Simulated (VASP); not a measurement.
Write the native input for VASP 6.6.1 that does the following.

| Quantity | Value |
| --- | --- |
| Task | single point |
| Functional | PBE |
| Potentials or basis | VASP PAW PBE potentials, release 64 (Mg) |
| Cutoff | 520 eV |
| k mesh | 20 × 20 × 20 |
| Occupations | gaussian, width 0.15 eV |
| Spin | no spin polarisation |
| Dipole correction | no |
| Further INCAR settings | ALGO = Fast; EDIFF = 1e-06; NBANDS = 7 |

The structure of Mg lies in POSCAR:

```
Mg
1.0
   -1.8766901731      1.8766901731      1.5439530054
    1.8766901731     -1.8766901731      1.5439530054
    1.8766901731      1.8766901731     -1.5439530054
Mg
1
Direct
    0.0000000000      0.0000000000      0.0000000000
```

This cell differs from its parent crystal: volume 21.751 Å^3 an atom, c/a of the conventional cell 0.8227.

One way to write it, as run:

INCAR

```
PREC = Accurate ; ENCUT = 520
EDIFF = 1E-6 ; ISMEAR = 0
SIGMA = 0.15 ; LREAL = False
LASPH = True ; NELM = 100
ALGO = Fast ; ISIF = 2
LWAVE = False ; LCHARG = False
GGA = PE ; NBANDS = 7
```

KPOINTS

```
regular mesh
0
Gamma
  20 20 20
```

Potentials or basis: VASP PAW PBE potentials, release 64 (Mg).

Launch:

```console
$ cat potpaw_PBE.64/Mg/POTCAR > POTCAR
$ mpirun -np 1 vasp_std > vasp.out
```

It gave:

```
Pressure               : 2.6 GPa
Band gap on the k mesh : zero (band 1 reaches 5.63 eV, above the bottom of band 2 at 1.12 eV)
```

It took 22 s on 1 thread of Intel(R) Xeon(R) 6975P-C (Granite Rapids), on a shared host, peak memory 0.21 GiB.
